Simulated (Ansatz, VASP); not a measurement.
**InSe: VASP beside Ansatz**

The input INCAR:

```
SYSTEM = InSe
PREC = Accurate
ENCUT = 520
EDIFF = 1E-6
ISMEAR = 0
SIGMA = 0.05
LREAL = .False.
LASPH = .True.
NELM = 100
ALGO = Normal
ISIF = 2
LWAVE = .False.
LCHARG = .False.
GGA = PS
NBANDS = 27
```

The input KPOINTS:

```
regular mesh
0
Gamma
  8 8 6
  0 0 0
```

POSCAR

```
InSe
1.0
    6.2274220288     -1.9319577970     -0.0052948673
    6.2274220288      1.9319577970     -0.0052948673
   -1.7014258244      0.0000000000      4.2720903652
In Se
2 2
Direct
    0.8858026589      0.8858026589      0.0290539339
    0.1141973411      0.1141973411      0.9709460661
    0.6547212217      0.6547212217      0.6374867706
    0.3452787783      0.3452787783      0.3625132294
```

Input for Ansatz:

```yaml
crystal:
  lattice:
    - [6.2274220288, -1.931957797, -0.0052948673]
    - [6.2274220288, 1.931957797, -0.0052948673]
    - [-1.7014258244, 0.0, 4.2720903652]
  atoms:
    - { symbol: In, position: [0.8858026589, 0.8858026589, 0.0290539339] }
    - { symbol: In, position: [0.1141973411, 0.1141973411, 0.9709460661] }
    - { symbol: Se, position: [0.6547212217, 0.6547212217, 0.6374867706] }
    - { symbol: Se, position: [0.3452787783, 0.3452787783, 0.3625132294] }
basis:
  ecutwfc: 420
kpoints:
  mp_grid: { grid: [8, 8, 6] }
hamiltonian:
  xc: pbesol
scf:
  occupations: { method: gaussian, width: 0.05 }
output:
  forces: true
  stress: true
  eigenvalues: true
  write_density: true
  write_potential: true
  elf: true
  volumetric_format: npy
```

Change from the starting cell: strain +0.0600 x Voigt [1, -1, 0, 0, 0, 0], atoms carried along.

Alike in both runs: task single point; functional PBEsol; k mesh 8 × 8 × 6; occupations gaussian, width 0.05 eV; no spin polarisation.

|  | VASP | Ansatz |
| --- | --- | --- |
| version | VASP 6.6.1 | Ansatz 0.2.0 |
| potentials or method | VASP PAW PBE potentials, release 64 (In_d, Se), cutoff 520 eV | scalar-relativistic, plane waves, PAW |
| valence electrons in the cell | 38 | 58 |

|  | VASP | Ansatz | Ansatz less VASP |
| --- | --- | --- | --- |
| gap on the k mesh at the Fermi level (eV) | 0.11 | 0.12 | +0.006 |
| least direct gap on the mesh (eV) | 0.64 | 0.65 | +0.003 |
| pressure (GPa) | 0.5 | 0.4 | -0.09 |
| traceless stress, the component that is largest in VASP (GPa) | -5.32 | -5.31 | +0.012 |
| rms of the force components (eV/Å) | 0.309 | 0.300 | -0.0087 |

VASP's potentials were made for PBE, not for PBEsol. Atom by atom the forces differ by 0.010 eV/Å (rms over components). VASP's potentials hold 38 valence electrons a cell and Ansatz's 58, so a difference there can come from the potentials and not from the codes.
